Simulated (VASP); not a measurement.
Here is a VASP 6.6.1 calculation.

File INCAR:

```
PREC     = Accurate       # precision mode
ENCUT    = 520            # plane-wave cutoff, eV
EDIFF    = 1E-6           # SCF threshold, eV
ISMEAR   = -1             # smearing method
SIGMA    = 0.05           # smearing width, eV
LREAL    = False          # projectors in reciprocal space
LASPH    = True           # aspherical terms in the spheres
NELM     = 100            # most SCF steps
ALGO     = Normal         # electronic algorithm
ISIF     = 2              # what is computed and relaxed
LWAVE    = False          # write WAVECAR
LCHARG   = False          # write CHGCAR
GGA      = PE             # functional
NBANDS   = 8              # bands
```

File KPOINTS:

```
Automatic mesh
0
Gamma
  12 12 12
```

Contents of POSCAR:

```
Sb
1.0
   -1.6074605858      1.6074605858      2.7651271982
    1.6074605858     -1.6074605858      2.7651271982
    1.6074605858      1.6074605858     -2.7651271982
Sb
1
Direct
    0.0000000000      0.0000000000      0.0000000000
```

Potentials or basis: VASP PAW PBE potentials, release 64 (Sb).

Run with:

```bash
$ cat potpaw_PBE.64/Sb/POTCAR > POTCAR
$ mpirun -np 1 vasp_std > vasp.out
```

(1) Predict the pressure.

Results:

(1) -1.8 GPa.
